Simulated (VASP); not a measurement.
Au: single point with PBE

Crystal: Au.

```
Au
1.0
     0.00000    2.03500    2.03500
     2.03500    0.00000    2.03500
     2.03500    2.03500    0.00000
Au
1
Direct
  0.00000 0.00000 0.00000
```

```json
{"Program": "VASP 6.6.1", "Task": "single point", "Functional": "PBE", "Potentials or basis": "VASP PAW PBE potentials, release 64 (Au)", "Cutoff": "520 eV", "k mesh": "8 × 8 × 8", "Occupations": "fermi-dirac, width 0.05 eV", "Spin": "non-collinear spin, zero start, spin-orbit coupling", "Starting moments": "[[0.0, 0.0, 0.0]] μB", "Dipole correction": "no", "Further INCAR settings": "ALGO = Fast; EDIFF = 1e-06; NBANDS = 22"}
```

* Pressure: 10.4 GPa
* Net moment: 0.00 μB per cell
* Valence electrons inside the program's atomic spheres: Au 9.67

Moments on the atoms (μB; x, y, z):
```
Au  0.00 0.00 0.00
```

Run time: 26 s on 1 thread of AMD EPYC 7R13 Processor (Zen 3), on a shared host, peak memory 0.17 GiB.
